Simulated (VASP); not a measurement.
The system is PbS (zincblende type).

```
Pb S
1.0
     0.00000    3.10723    3.10723
     3.10723    0.00000    3.10723
     3.10723    3.10723    0.00000
Pb S
1 1
Cartesian
  0.0000 0.0000 0.0000
  1.5536 1.5536 1.5536
```

- Program: VASP 6.6.1
- Task: relaxation of cell and atoms
- Functional: PBEsol
- Potentials or basis: VASP PAW PBE potentials, release 64 (Pb_d, S)
- Cutoff: 600 eV
- k mesh: 12 × 12 × 12
- Occupations: fermi-dirac, width 0.05 eV
- Spin: no spin polarisation

At the start: pressure 8.2 GPa; volume 30.00 Å³/atom.

Problem. How do energy, volume and symmetry change on relaxing?

Solution. Over 5 steps the energy falls by 113.0 meV/atom and the volume is 34.98 Å³/atom (+16.6 %); space group F-43m (No. 216, to 0.1 Å) before and after.

The path:
```
step  energy change (eV)  largest force (eV/Å)  pressure (GPa)  volume (Å³)
   1              0.0000                0.0000            8.24        60.00
   2             -0.1950                0.0000           -2.10        74.42
   3             -0.2260                0.0000            0.05        69.93
   4             -0.2259                0.0000           -0.08        70.14
   5             -0.2260                0.0000            0.01        69.96
```

Final structure:
```
CELL_PARAMETERS angstrom
0.00000 3.27051 3.27051
3.27051 0.00000 3.27051
3.27051 3.27051 0.00000
ATOMIC_POSITIONS crystal
Pb 0.00000 0.00000 0.00000
S 0.25000 0.25000 0.25000
```

Caveat: the volume moved by over 15 % at a fixed basis, so the end points are rough; the PAW data sets were made with another functional, which shifts forces and pressure a little.
